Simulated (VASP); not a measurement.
# Al3GaAs4 (P-43m) in VASP: single point with PBE

Aim: the single point of Al3GaAs4 with PBE.

Program: VASP 6.6.1. These are calculated values, not measurements. Logs are shortened: lines on timing, memory, paths and dates and some standing lists are left out, and cuts for length are marked.

## (1) The cell of the first run

The structure is cubic, space group P-43m (No. 215). Conventional cell: a = 5.733 Å, b = 5.733 Å, c = 5.733 Å, α = 90.00°, β = 90.00°, γ = 90.00°. Al (site symmetry -42m) has 4 As at 2.48 Å within 3.3 Å. Within 3.3 Å of Ga (site symmetry -43m) lie 4 As at 2.49 Å. As (site symmetry 3m) has 3 Al at 2.48 Å and 1 Ga at 2.49 Å within 3.3 Å.

## (2) Single point, PBE

POSCAR

```
Al3GaAs4
1.0
    5.7327688000      0.0000000000      0.0000000000
    0.0000000000      5.7327688000      0.0000000000
    0.0000000000      0.0000000000      5.7327688000
Al Ga As
3 1 4
Direct
    0.0000000000      0.5000000000      0.5000000000
    0.5000000000      0.5000000000      0.0000000000
    0.5000000000      0.0000000000      0.5000000000
    0.0000000000      0.0000000000      0.0000000000
    0.7491210000      0.7491210000      0.2508790000
    0.7491210000      0.2508790000      0.7491210000
    0.2508790000      0.7491210000      0.7491210000
    0.2508790000      0.2508790000      0.2508790000
```

INCAR.step1

```
SYSTEM = Al3GaAs4
PREC     = Accurate       ! precision mode
ENCUT    = 520            ! plane-wave cutoff, eV
EDIFF    = 1E-7           ! SCF threshold, eV
ISMEAR   = 0              ! smearing method
SIGMA    = 0.02           ! smearing width, eV
LREAL    = .False.        ! projectors in reciprocal space
LASPH    = .True.         ! aspherical terms in the spheres
NELM     = 100            ! most SCF steps
ALGO     = Normal         ! electronic algorithm
ISIF     = 2              ! what is computed and relaxed
LWAVE    = .False.        ! write WAVECAR
LCHARG   = .True.         ! write CHGCAR
GGA      = PE             ! functional
NBANDS   = 31             ! bands
```

KPOINTS.step1

```
Automatic mesh
0
Gamma
  6 6 6
  0 0 0
```

INCAR.step2

```
SYSTEM = Al3GaAs4
PREC     = Accurate       ! precision mode
ENCUT    = 520            ! plane-wave cutoff, eV
EDIFF    = 1E-7           ! SCF threshold, eV
ISMEAR   = -5             ! smearing method
SIGMA    = 0.02           ! smearing width, eV
LREAL    = .False.        ! projectors in reciprocal space
LASPH    = .True.         ! aspherical terms in the spheres
NELM     = 100            ! most SCF steps
ALGO     = Normal         ! electronic algorithm
ISIF     = 2              ! what is computed and relaxed
LWAVE    = .False.        ! write WAVECAR
LCHARG   = .False.        ! write CHGCAR
GGA      = PE             ! functional
LORBIT   = 11             ! projections on sites
NEDOS    = 2001           ! points of the DOS
ICHARG   = 11             ! starting density
```

KPOINTS.step2

```
Automatic mesh
0
Gamma
  9 9 9
  0 0 0
```

Potentials or basis: VASP PAW PBE potentials, release 64 (Al, Ga_d, As).

Run with:

```bash
$ cat potpaw_PBE.64/Al/POTCAR potpaw_PBE.64/Ga_d/POTCAR potpaw_PBE.64/As/POTCAR > POTCAR
$ cp INCAR.step1 INCAR
$ cp KPOINTS.step1 KPOINTS
$ mpirun -np 1 vasp_std > vasp.out
$ cp INCAR.step2 INCAR
$ cp KPOINTS.step2 KPOINTS
$ mpirun -np 1 vasp_std > vasp.out
```

OUTCAR:

```text
SYSTEM = Al3GaAs4
   PREC = Accurate
   ENCUT = 520
   EDIFF = 1E-7
   ISMEAR = -5
   LREAL = .False.
   LASPH = .True.
   NELM = 100
   ISIF = 2
   GGA = PE
   LORBIT = 11
   ICHARG = 11

 ion  position               nearest neighbor table
   1  0.000  0.500  0.500-   5 2.48   6 2.48   7 2.48   8 2.48
   2  0.500  0.500  0.000-   5 2.48   6 2.48   7 2.48   8 2.48
   3  0.500  0.000  0.500-   5 2.48   6 2.48   7 2.48   8 2.48
   4  0.000  0.000  0.000-   5 2.49   6 2.49   7 2.49   8 2.49
   5  0.749  0.749  0.251-   1 2.48   2 2.48   3 2.48   4 2.49
   6  0.749  0.251  0.749-   1 2.48   2 2.48   3 2.48   4 2.49
   7  0.251  0.749  0.749-   1 2.48   2 2.48   3 2.48   4 2.49
   8  0.251  0.251  0.251-   1 2.48   2 2.48   3 2.48   4 2.49

  LATTYP: Found a simple cubic cell.
 ALAT       =     5.7327688000

  Lattice vectors:

 A1 = (   5.7327688000,   0.0000000000,   0.0000000000)
 A2 = (   0.0000000000,   5.7327688000,   0.0000000000)
 A3 = (   0.0000000000,   0.0000000000,   5.7327688000)

Analysis of symmetry for initial positions (statically):
=====================================================================
 Subroutine PRICEL returns:
 Original cell was already a primitive cell.

 Routine SETGRP: Setting up the symmetry group for a
 simple cubic supercell.

 Subroutine GETGRP returns: Found 24 space group operations
 (whereof 24 operations were pure point group operations)
 out of a pool of 48 trial point group operations.

The static configuration has the point symmetry T_d .

Analysis of symmetry for dynamics (positions and initial velocities):
=====================================================================
 Subroutine PRICEL returns:
 Original cell was already a primitive cell.

 Routine SETGRP: Setting up the symmetry group for a
 simple cubic supercell.

 Subroutine GETGRP returns: Found 24 space group operations
 (whereof 24 operations were pure point group operations)
 out of a pool of 48 trial point group operations.

The dynamic configuration has the point symmetry T_d .

 Subroutine INISYM returns: Found 24 space group operations
 (whereof 24 operations are pure point group operations),
 and found     1 'primitive' translations

----------------------------------------------------------------------------------------

                                     Primitive cell

  volume of cell :     188.4054

  direct lattice vectors                    reciprocal lattice vectors
     5.732768800  0.000000000  0.000000000     0.174435780  0.000000000  0.000000000
     0.000000000  5.732768800  0.000000000     0.000000000  0.174435780  0.000000000
     0.000000000  0.000000000  5.732768800     0.000000000  0.000000000  0.174435780

  length of vectors
     5.732768800  5.732768800  5.732768800     0.174435780  0.174435780  0.174435780

  position of ions in fractional coordinates (direct lattice)
     0.000000000  0.500000000  0.500000000
     0.500000000  0.500000000  0.000000000
     0.500000000  0.000000000  0.500000000
     0.000000000  0.000000000  0.000000000
     0.749121000  0.749121000  0.250879000
     0.749121000  0.250879000  0.749121000
     0.250879000  0.749121000  0.749121000
     0.250879000  0.250879000  0.250879000

  ion indices of the primitive-cell ions
   primitive index   ion index
                 1           1
                 2           2
                 3           3
                 4           4
                 5           5
                 6           6
                 7           7
                 8           8

----------------------------------------------------------------------------------------

 KPOINTS: Automatic mesh

Automatic generation of k-mesh.
 Grid dimensions read from file:
 generate k-points for:    9    9    9

 Generating k-lattice:

  Cartesian coordinates                     Fractional coordinates (reciprocal lattice)
     0.019381753  0.000000000  0.000000000     0.111111111  0.000000000  0.000000000
     0.000000000  0.019381753  0.000000000     0.000000000  0.111111111  0.000000000
     0.000000000  0.000000000  0.019381753     0.000000000  0.000000000  0.111111111

  Length of vectors
     0.019381753  0.019381753  0.019381753

  Shift w.r.t. Gamma in fractional coordinates (k-lattice)
     0.000000000  0.000000000  0.000000000

 TETIRR: Found    353 inequivalent tetrahedra from     4374

 Subroutine IBZKPT returns following result:
 ===========================================

 Found     35 irreducible k-points:

 Following reciprocal coordinates:
            Coordinates               Weight
  0.000000  0.000000  0.000000      1.000000
  0.111111  0.000000  0.000000      6.000000
  0.222222  0.000000  0.000000      6.000000
  0.333333  0.000000  0.000000      6.000000
  0.444444  0.000000  0.000000      6.000000
  0.111111  0.111111  0.000000     12.000000
[... 16 lines left out ...]
  0.333333  0.333333  0.111111     24.000000
  0.444444  0.333333  0.111111     48.000000
 [... further k-points ...]
   k-points           NKPTS =     35   k-points in BZ     NKDIM =     35   number of bands    NBANDS=     26
   number of dos      NEDOS =   2001   number of ions     NIONS =      8
   total plane-waves  NPLWV = 110592
   dimension x,y,z NGX =    48 NGY =   48 NGZ =   48
   dimension x,y,z NGXF=    96 NGYF=   96 NGZF=   96
   ions per type =               3   1   4
   NGX,Y,Z   is equivalent  to a cutoff of  13.92, 13.92, 13.92 a.u.
   NGXF,Y,Z  is equivalent  to a cutoff of  27.84, 27.84, 27.84 a.u.
 SYSTEM =  Al3GaAs4
   PREC   = accura    normal or accurate (medium, high low for compatibility)
   ISTART =      0    job   : 0-new  1-cont  2-samecut
   ICHARG =     11    charge: 1-file 2-atom 10-const
   ISPIN  =      1    spin polarized calculation?
   LNONCOLLINEAR =      F non collinear calculations
   LSORBIT =      F    spin-orbit coupling
   LASPH  =      T    aspherical Exc in radial PAW
   ENCUT  =  520.0 eV  38.22 Ry    6.18 a.u.  10.66 10.66 10.66*2*pi/ulx,y,z
   NELM   =    100;   NELMIN=  2; NELMDL=  0     # of ELM steps
   EDIFF  = 0.1E-06   stopping-criterion for ELM
   LREAL  =      F    real-space projection
   EDIFFG = 0.1E-05   stopping-criterion for IOM
   NSW    =      0    number of steps for IOM
   IBRION =     -1    ionic relax: 0-MD 1-quasi-New 2-CG
   NFREE  =      0    steps in history (QN), initial steepest desc. (CG)
   ISIF   =      2    stress and relaxation
   ISYM   =      2    0-nonsym 1-usesym 2-fastsym
   POTIM  = 0.5000    time-step for ionic-motion
   TEBEG  =    0.0;   TEEND  =   0.0 temperature during run
   PSTRESS=    0.0 pullay stress
   NELECT =      42.0000    total number of electrons
   NUPDOWN=      -1.0000    fix difference up-down
   EMIN   =  10.00;   EMAX   =-10.00  energy-range for DOS
   EFERMI =   0.00;   METHOD = LEGACY
   ISMEAR =    -5;   SIGMA  =   0.02  broadening in eV -4-tet -1-fermi 0-gaus
   EFERMI_NEDOS =   21; number of points for ismear=-14 and -15
   IALGO  =     38    algorithm
   IMIX   =      4    mixing-type and parameters
     AMIX     =   0.40;   BMIX     =  1.00
     AMIX_MAG =   1.60;   BMIX_MAG =  1.00
  volume/ion in A,a.u.               =      23.55       158.93
  Fermi-wavevector in a.u.,A,eV,Ry     =   0.992644  1.875825 13.406392  0.985342
  Thomas-Fermi vector in A             =   2.124470
   LORBIT       =     11    0 simple, 1 ext, 2 COOP (PROOUT), +10 PAW based schemes
   GGA     = PE    functional components
   LHFCALC =     F    Hartree Fock is set to
   AEXX    =    0.0000 exact exchange contribution
   IVDW    =     0    specifies the selected vdW correction
   LEPSILON=     F    determine dielectric tensor
   LRPA    =     F    only Hartree local field effects (RPA)
 non-spin polarized calculation
 Fermi weights with tetrahedron method with Bloechl corrections
  energy-cutoff  :      520.00
  volume of cell :      188.41
 maximum number of plane-waves:      5105
 NGX is ok and might be reduce to    48

 number of electron      42.0000017 magnetization

 Free energy of the ion-electron system (eV)
  ---------------------------------------------------
  ext. energy  EPLUGINS =         0.00000000
  ---------------------------------------------------
  free energy    TOTEN  =       -36.42044998 eV

  energy without entropy =      -36.42044998  energy(sigma->0) =      -36.42044998

 E-fermi :   3.5534     XC(G=0):  -9.0224

 val. band max:        3.5513422618   @ k =   0.0000   0.0000   0.0000
 cond. band min:       4.7152136665   @ k =   0.0000   0.0000   0.0000
 fundamental gap:      1.1638714047
 Fermi energy:         3.5534204097

 k-point     1 :       0.0000    0.0000    0.0000
  band No.  band energies     occupation
      1     -10.9039      2.00000
      2     -10.9039      2.00000
      3     -10.9039      2.00000
      4     -10.8366      2.00000
      5     -10.8366      2.00000
      6      -8.2895      2.00000
[... 18 lines left out ...]
     25       5.0854      0.00000
     26       5.4603      0.00000

 k-point     2 :       0.1111    0.0000    0.0000
  band No.  band energies     occupation
      1     -10.9041      2.00000
      2     -10.9040      2.00000
      3     -10.9040      2.00000
      4     -10.8366      2.00000
      5     -10.8365      2.00000
      6      -8.2492      2.00000
[... 18 lines left out ...]
     25       5.3072      0.00000
     26       5.7457      0.00000

 k-point     3 :       0.2222    0.0000    0.0000
  band No.  band energies     occupation
      1     -10.9046      2.00000
      2     -10.9043      2.00000
      3     -10.9043      2.00000
      4     -10.8366      2.00000
      5     -10.8363      2.00000
      6      -8.1296      2.00000
[... 18 lines left out ...]
     25       5.9077      0.00000
     26       6.3344      0.00000

 k-point     4 :       0.3333    0.0000    0.0000
  band No.  band energies     occupation
      1     -10.9052      2.00000
      2     -10.9046      2.00000
      3     -10.9046      2.00000
      4     -10.8365      2.00000
      5     -10.8360      2.00000
      6      -7.9358      2.00000
[... 18 lines left out ...]
     25       6.7614      0.00000
     26       6.7656      0.00000
[... 496 lines left out ...]
      1     -10.9063      2.00000
      2     -10.9054      2.00000
      3     -10.9053      2.00000
      4     -10.8362      2.00000
      5     -10.8357      2.00000
      6      -7.5207      2.00000
[... 18 lines left out ...]
     25       7.3651      0.00000
     26       7.6677      0.00000

 k-point    23 :       0.3333    0.3333    0.1111
  band No.  band energies     occupation
      1     -10.9065      2.00000
      2     -10.9055      2.00000
      3     -10.9054      2.00000
      4     -10.8361      2.00000
      5     -10.8356      2.00000
      6      -7.5877      2.00000
[... 18 lines left out ...]
     25       6.9036      0.00000
     26       8.0389      0.00000

 k-point    24 :       0.4444    0.3333    0.1111
  band No.  band energies     occupation
      1     -10.9068      2.00000
      2     -10.9057      2.00000
      3     -10.9056      2.00000
      4     -10.8361      2.00000
      5     -10.8355      2.00000
      6      -7.3707      2.00000
[... 18 lines left out ...]
     25       7.2261      0.00000
     26       7.8858      0.00000

 [... further k-points ...]
[... 5 lines left out ...]
  --------------------------------------------------------------------------------------
  -------------------------------------------------------------------------------------
  Total        0.1473158      0.1473158      0.1473158      0.0000000      0.0000000      0.0000000
  in kB        1.2527564      1.2527564      1.2527564      0.0000000      0.0000000      0.0000000
  external PRESSURE =       1.2527564 kB  Pullay stress =       0.0000000 kB

 VOLUME and BASIS-vectors are now :
 -----------------------------------------------------------------------------
  energy-cutoff  :      520.00
  volume of cell :      188.41
      direct lattice vectors                 reciprocal lattice vectors
     5.732768800  0.000000000  0.000000000     0.174435780  0.000000000  0.000000000
     0.000000000  5.732768800  0.000000000     0.000000000  0.174435780  0.000000000
     0.000000000  0.000000000  5.732768800     0.000000000  0.000000000  0.174435780

 POSITION                                       TOTAL-FORCE (eV/Angst)
 -----------------------------------------------------------------------------------
      0.00000      2.86638      2.86638         0.000000     -0.000000     -0.000000
      2.86638      2.86638      0.00000         0.000000     -0.000000     -0.000000
      2.86638      0.00000      2.86638        -0.000000     -0.000000     -0.000000
      0.00000      0.00000      0.00000        -0.000000     -0.000000     -0.000000
      4.29454      4.29454      1.43823        -0.002493     -0.002493      0.002493
      4.29454      1.43823      4.29454        -0.002493      0.002493     -0.002493
      1.43823      4.29454      4.29454         0.002493     -0.002493     -0.002493
      1.43823      1.43823      1.43823         0.002493      0.002493      0.002493
 -----------------------------------------------------------------------------------
    total drift:                                0.000000      0.000000     -0.000000

  FREE ENERGIE OF THE ION-ELECTRON SYSTEM (eV)
  ---------------------------------------------------
  free  energy   TOTEN  =       -36.4204499779 eV

  energy  without entropy=      -36.4204499779  energy(sigma->0) =      -36.42044998

 total charge

# of ion       s       p       d       tot
------------------------------------------
    1        0.405   0.358   0.000   0.763
    2        0.405   0.358   0.000   0.763
    3        0.405   0.358   0.000   0.763
    4        0.877   0.743   9.987  11.607
    5        1.199   1.634   0.024   2.858
    6        1.199   1.634   0.024   2.858
    7        1.199   1.634   0.024   2.858
    8        1.199   1.634   0.024   2.858
--------------------------------------------------
tot          6.889   8.354  10.084  25.326
```

Run time: 2.8 min. Hardware: 1 thread of Intel Xeon 6975P-C (Granite Rapids), shared host; peak memory 0.4 GiB.

What came out:

```
Valence electrons inside the program's atomic spheres : Al 0.76; Ga 11.61; As 2.86
```
